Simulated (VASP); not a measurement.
# WSe2 (P2_1/m) in VASP: single point with PBEsol

Aim: the single point of WSe2 with PBEsol.

Program: VASP 6.6.1. These are calculated values, not measurements. Logs are shortened: lines on timing, memory, paths and dates and some standing lists are left out, and cuts for length are marked.

### 1 The cell of the first run

Symmetry: P2_1/m, No. 11, monoclinic system. The conventional cell has a = 3.271 Å, b = 13.221 Å, c = 3.271 Å, α = 90.00°, β = 120.00°, γ = 90.00°. Within 3.3 Å of W (site symmetry m) lie 6 Se at 2.52 Å and 6 W at 3.27 Å. Within 3.4 Å of Se (site symmetry 1) lie 3 W at 2.52 Å and 7 Se at 3.27 to 3.35 Å.

### 2 Single point, PBEsol (atoms displaced along a vibrational mode)

INCAR reads:

```
  PREC = Accurate
  ENCUT = 520
  EDIFF = 1E-7
  ISMEAR = 0
  SIGMA = 0.05
  LREAL = F
  LASPH = T
  NELM = 80
  ALGO = Normal
  ISIF = 2
  LWAVE = F
  LCHARG = F
  GGA = PS
  NBANDS = 35
```

KPOINTS reads:

```
regular mesh
0
Gamma
  12 12 2
```

POSCAR reads:

```
WSe2
1.0
    3.2711504299      0.0000000000      0.0000000000
   -1.6355752149      2.8328993719      0.0000000000
    0.0000000000      0.0000000000     13.2206659015
W Se
2 4
Direct
    0.2310431670      0.5917850678      0.2500000000
    0.7689568330      0.4082149322      0.7500000000
    0.4354143829      0.7413951815      0.6233861490
    0.5645856171      0.2586048185      0.1233861490
    0.4354143829      0.7413951815      0.8766138510
    0.5645856171      0.2586048185      0.3766138510
```

Potentials or basis: VASP PAW PBE potentials, release 64 (W_sv, Se).

Run with:

```bash
$ cat potpaw_PBE.64/W_sv/POTCAR potpaw_PBE.64/Se/POTCAR > POTCAR
$ mpirun -np 1 vasp_std > vasp.out
```

OUTCAR:

```text
PREC = Accurate
   ENCUT = 520
   EDIFF = 1E-7
   ISMEAR = 0
   LREAL = F
   LASPH = T
   NELM = 80
   ISIF = 2
   GGA = PS

 ion  position               nearest neighbor table
   1  0.231  0.592  0.250-   4 2.52   6 2.52   4 2.52   6 2.52   4 2.52   6 2.52
   2  0.769  0.408  0.750-   3 2.52   5 2.52   3 2.52   5 2.52   3 2.52   5 2.52
   3  0.435  0.741  0.623-   2 2.52   2 2.52   2 2.52
   4  0.565  0.259  0.123-   1 2.52   1 2.52   1 2.52
   5  0.435  0.741  0.877-   2 2.52   2 2.52   2 2.52
   6  0.565  0.259  0.377-   1 2.52   1 2.52   1 2.52

  LATTYP: Found a hexagonal cell.
 ALAT       =     3.2711504299
 C/A-ratio  =     4.0415952078

  Lattice vectors:

 A1 = (   3.2711504299,   0.0000000000,   0.0000000000)
 A2 = (  -1.6355752149,   2.8328993719,   0.0000000000)
 A3 = (   0.0000000000,   0.0000000000,  13.2206659015)

Analysis of symmetry for initial positions (statically):
=====================================================================
 Subroutine PRICEL returns:
 Original cell was already a primitive cell.

 Routine SETGRP: Setting up the symmetry group for a
 hexagonal supercell.

 Subroutine GETGRP returns: Found  4 space group operations
 (whereof  2 operations were pure point group operations)
 out of a pool of 24 trial point group operations.

The static configuration has the point symmetry S_2 .
 The point group associated with its full space group is C_2h.

Analysis of symmetry for dynamics (positions and initial velocities):
=====================================================================
 Subroutine PRICEL returns:
 Original cell was already a primitive cell.

 Routine SETGRP: Setting up the symmetry group for a
 hexagonal supercell.

 Subroutine GETGRP returns: Found  4 space group operations
 (whereof  2 operations were pure point group operations)
 out of a pool of 24 trial point group operations.

The dynamic configuration has the point symmetry S_2 .
 The point group associated with its full space group is C_2h.

 Subroutine INISYM returns: Found  4 space group operations
 (whereof  2 operations are pure point group operations),
 and found     1 'primitive' translations

----------------------------------------------------------------------------------------

                                     Primitive cell

  volume of cell :     122.5138

  direct lattice vectors                    reciprocal lattice vectors
     3.271150430  0.000000000  0.000000000     0.305702847  0.176497621  0.000000000
    -1.635575215  2.832899372  0.000000000     0.000000000  0.352995242  0.000000000
     0.000000000  0.000000000 13.220665902     0.000000000  0.000000000  0.075639155

  length of vectors
     3.271150430  3.271150430 13.220665902     0.352995242  0.352995242  0.075639155

  position of ions in fractional coordinates (direct lattice)
     0.231043167  0.591785068  0.250000000
     0.768956833  0.408214932  0.750000000
     0.435414383  0.741395182  0.623386149
     0.564585617  0.258604818  0.123386149
     0.435414383  0.741395182  0.876613851
     0.564585617  0.258604818  0.376613851

  ion indices of the primitive-cell ions
   primitive index   ion index
                 1           1
                 2           2
                 3           3
                 4           4
                 5           5
                 6           6

----------------------------------------------------------------------------------------

 KPOINTS: regular mesh

Automatic generation of k-mesh.
 Grid dimensions read from file:
 generate k-points for:   12   12    2

 Generating k-lattice:

  Cartesian coordinates                     Fractional coordinates (reciprocal lattice)
     0.025475237  0.014708135  0.000000000     0.083333333  0.000000000  0.000000000
     0.000000000  0.029416270  0.000000000     0.000000000  0.083333333  0.000000000
     0.000000000  0.000000000  0.037819578     0.000000000  0.000000000  0.500000000

  Length of vectors
     0.029416270  0.029416270  0.037819578

  Shift w.r.t. Gamma in fractional coordinates (k-lattice)
     0.000000000  0.000000000  0.000000000

 Subroutine IBZKPT returns following result:
 ===========================================

 Found    148 irreducible k-points:

 Following reciprocal coordinates:
            Coordinates               Weight
  0.000000  0.000000  0.000000      1.000000
  0.083333  0.000000  0.000000      2.000000
  0.000000  0.083333  0.000000      2.000000
 -0.083333  0.083333  0.000000      2.000000
  0.166667 -0.000000  0.000000      2.000000
  0.000000  0.166667  0.000000      2.000000
[... 16 lines left out ...]
  0.166667  0.083333  0.000000      2.000000
 -0.083333  0.250000  0.000000      2.000000
 [... further k-points ...]
   k-points           NKPTS =    148   k-points in BZ     NKDIM =    148   number of bands    NBANDS=     35
   number of dos      NEDOS =    301   number of ions     NIONS =      6
   total plane-waves  NPLWV =  56448
   dimension x,y,z NGX =    24 NGY =   24 NGZ =   98
   dimension x,y,z NGXF=    48 NGYF=   48 NGZF=  196
   ions per type =               2   4
   NGX,Y,Z   is equivalent  to a cutoff of  12.20, 12.20, 12.32 a.u.
   NGXF,Y,Z  is equivalent  to a cutoff of  24.39, 24.39, 24.65 a.u.
 SYSTEM =  unknown system
   PREC   = accura    normal or accurate (medium, high low for compatibility)
   ISTART =      0    job   : 0-new  1-cont  2-samecut
   ICHARG =      2    charge: 1-file 2-atom 10-const
   ISPIN  =      1    spin polarized calculation?
   LNONCOLLINEAR =      F non collinear calculations
   LSORBIT =      F    spin-orbit coupling
   LASPH  =      T    aspherical Exc in radial PAW
   ENCUT  =  520.0 eV  38.22 Ry    6.18 a.u.   6.08  6.08 24.58*2*pi/ulx,y,z
   NELM   =     80;   NELMIN=  2; NELMDL= -5     # of ELM steps
   EDIFF  = 0.1E-06   stopping-criterion for ELM
   LREAL  =      F    real-space projection
   EDIFFG = 0.1E-05   stopping-criterion for IOM
   NSW    =      0    number of steps for IOM
   IBRION =     -1    ionic relax: 0-MD 1-quasi-New 2-CG
   NFREE  =      0    steps in history (QN), initial steepest desc. (CG)
   ISIF   =      2    stress and relaxation
   ISYM   =      2    0-nonsym 1-usesym 2-fastsym
   POTIM  = 0.5000    time-step for ionic-motion
   TEBEG  =    0.0;   TEEND  =   0.0 temperature during run
   PSTRESS=    0.0 pullay stress
   NELECT =      52.0000    total number of electrons
   NUPDOWN=      -1.0000    fix difference up-down
   EMIN   =  10.00;   EMAX   =-10.00  energy-range for DOS
   EFERMI =   0.00;   METHOD = LEGACY
   ISMEAR =     0;   SIGMA  =   0.05  broadening in eV -4-tet -1-fermi 0-gaus
   EFERMI_NEDOS =   21; number of points for ismear=-14 and -15
   IALGO  =     38    algorithm
   IMIX   =      4    mixing-type and parameters
     AMIX     =   0.40;   BMIX     =  1.00
     AMIX_MAG =   1.60;   BMIX_MAG =  1.00
  volume/ion in A,a.u.               =      20.42       137.79
  Fermi-wavevector in a.u.,A,eV,Ry     =   1.230309  2.324947 20.594605  1.513661
  Thomas-Fermi vector in A             =   2.365163
   LORBIT       =      0    0 simple, 1 ext, 2 COOP (PROOUT), +10 PAW based schemes
   GGA     = PS    functional components
   LHFCALC =     F    Hartree Fock is set to
   AEXX    =    0.0000 exact exchange contribution
   IVDW    =     0    specifies the selected vdW correction
   LEPSILON=     F    determine dielectric tensor
   LRPA    =     F    only Hartree local field effects (RPA)
 non-spin polarized calculation
 Gauss-broadening in eV      SIGMA  =   0.05
  energy-cutoff  :      520.00
  volume of cell :      122.51
 maximum number of plane-waves:      3354
   NGX = 13   NGY = 13   NGZ = 49

 number of electron      52.0000001 magnetization

 Free energy of the ion-electron system (eV)
  ---------------------------------------------------
  ext. energy  EPLUGINS =         0.00000000
  ---------------------------------------------------
  free energy    TOTEN  =       -46.51898719 eV

  energy without entropy =      -46.51898719  energy(sigma->0) =      -46.51898719

 E-fermi :   6.1823     XC(G=0): -10.8300

 val. band max:        5.9727692959   @ k =   0.0000   0.0000   0.0000
 cond. band min:       6.9960971828   @ k =  -0.3333   0.1667   0.0000
 fundamental gap:      1.0233278869
 Fermi energy:         6.1823281329

 k-point     1 :       0.0000    0.0000    0.0000
  band No.  band energies     occupation
      1     -68.2139      2.00000
      2     -68.2138      2.00000
      3     -32.4803      2.00000
      4     -32.4803      2.00000
      5     -32.3292      2.00000
      6     -32.3292      2.00000
[... 27 lines left out ...]
     34       9.0885      0.00000
     35      10.5216      0.00000

 k-point     2 :       0.0833    0.0000    0.0000
  band No.  band energies     occupation
      1     -68.2131      2.00000
      2     -68.2131      2.00000
      3     -32.4770      2.00000
      4     -32.4770      2.00000
      5     -32.3461      2.00000
      6     -32.3461      2.00000
[... 27 lines left out ...]
     34       9.0398      0.00000
     35      11.1477      0.00000

 k-point     3 :       0.0000    0.0833    0.0000
  band No.  band energies     occupation
      1     -68.2131      2.00000
      2     -68.2131      2.00000
      3     -32.4770      2.00000
      4     -32.4770      2.00000
      5     -32.3462      2.00000
      6     -32.3462      2.00000
[... 27 lines left out ...]
     34       8.9953      0.00000
     35      11.1647      0.00000

 k-point     4 :      -0.0833    0.0833    0.0000
  band No.  band energies     occupation
      1     -68.2131      2.00000
      2     -68.2131      2.00000
      3     -32.4770      2.00000
      4     -32.4770      2.00000
      5     -32.3459      2.00000
      6     -32.3459      2.00000
[... 27 lines left out ...]
     34       8.9830      0.00000
     35      11.1624      0.00000

 k-point     5 :       0.1667   -0.0000    0.0000
  band No.  band energies     occupation
      1     -68.2110      2.00000
      2     -68.2110      2.00000
      3     -32.4681      2.00000
      4     -32.4681      2.00000
      5     -32.3924      2.00000
      6     -32.3924      2.00000
[... 638 lines left out ...]
 k-point    22 :      -0.1667    0.0833    0.0000
  band No.  band energies     occupation
      1     -68.2117      2.00000
      2     -68.2117      2.00000
      3     -32.4709      2.00000
      4     -32.4709      2.00000
      5     -32.3768      2.00000
      6     -32.3768      2.00000
[... 27 lines left out ...]
     34       9.3980      0.00000
     35      11.9095      0.00000

 k-point    23 :       0.1667    0.0833    0.0000
  band No.  band energies     occupation
      1     -68.2092      2.00000
      2     -68.2092      2.00000
      3     -32.4604      2.00000
      4     -32.4604      2.00000
      5     -32.4292      2.00000
      6     -32.4291      2.00000
[... 27 lines left out ...]
     34       9.8940      0.00000
     35      12.4854      0.00000

 k-point    24 :      -0.0833    0.2500    0.0000
  band No.  band energies     occupation
      1     -68.2093      2.00000
      2     -68.2092      2.00000
      3     -32.4604      2.00000
      4     -32.4604      2.00000
      5     -32.4290      2.00000
      6     -32.4290      2.00000
[... 27 lines left out ...]
     34       9.8486      0.00000
     35      12.6081      0.00000

 [... further k-points ...]

------------------------ aborting loop because EDIFF is reached ----------------------------------------

  FORCE on cell =-STRESS in cart. coord.  units (eV):
  Direction    XX          YY          ZZ          XY          YZ          ZX
  --------------------------------------------------------------------------------------
  -------------------------------------------------------------------------------------
  Total        0.3280119      0.3873245      0.7394279     -0.0764329      0.0000000      0.0000000
  in kB        4.2895843      5.0652458      9.6698873     -0.9995535      0.0000000      0.0000000
  external PRESSURE =       6.3415725 kB  Pullay stress =       0.0000000 kB

 VOLUME and BASIS-vectors are now :
 -----------------------------------------------------------------------------
  energy-cutoff  :      520.00
  volume of cell :      122.51
      direct lattice vectors                 reciprocal lattice vectors
     3.271150430  0.000000000  0.000000000     0.305702847  0.176497621  0.000000000
    -1.635575215  2.832899372  0.000000000     0.000000000  0.352995242  0.000000000
     0.000000000  0.000000000 13.220665902     0.000000000  0.000000000  0.075639155

 POSITION                                       TOTAL-FORCE (eV/Angst)
 -----------------------------------------------------------------------------------
     -0.21213      1.67647      3.30517         0.031491      0.045605     -0.000000
      1.84771      1.15643      9.91550        -0.031491     -0.045605      0.000000
      0.21170      2.10030      8.24158        -0.001677     -0.019340     -0.028386
      1.42388      0.73260      1.63125         0.001677      0.019340     -0.028386
      0.21170      2.10030     11.58942        -0.001677     -0.019340      0.028386
      1.42388      0.73260      4.97909         0.001677      0.019340      0.028386
 -----------------------------------------------------------------------------------
    total drift:                               -0.000000      0.000000     -0.000000

  FREE ENERGIE OF THE ION-ELECTRON SYSTEM (eV)
  ---------------------------------------------------
  free  energy   TOTEN  =       -46.5189871945 eV

  energy  without entropy=      -46.5189871945  energy(sigma->0) =      -46.51898719
```

It took 12 min on 1 thread of Intel Xeon Platinum 8259CL at 2.50GHz (Skylake/Cascade Lake), shared host; peak memory 0.6 GiB.

What came out:

* Free energy: -46.5190 eV
* Pressure: 0.6 GPa
* Largest force: 0.055 eV/Å
* Band gap on the k mesh: 1.02 eV (least direct gap 1.61 eV)

Forces in eV/Å, atoms in the order of the input:
```
W    0.031  0.046  0.000
W   -0.031 -0.046  0.000
Se  -0.002 -0.019 -0.028
Se   0.002  0.019 -0.028
Se  -0.002 -0.019  0.028
Se   0.002  0.019  0.028
```

Stress tensor (GPa, compression positive):
```
 0.43 -0.10  0.00
-0.10  0.51  0.00
 0.00  0.00  0.97
```

Caveat: the cell differs from its parent crystal (atoms displaced along a vibrational mode); the PAW data sets were made with another functional, which shifts forces and pressure a little; spin-orbit coupling is left out, which moves the levels of the heavy elements; this functional lacks dispersion, which binds layers or chains, so the pressure and a relaxed spacing across them are unreliable.
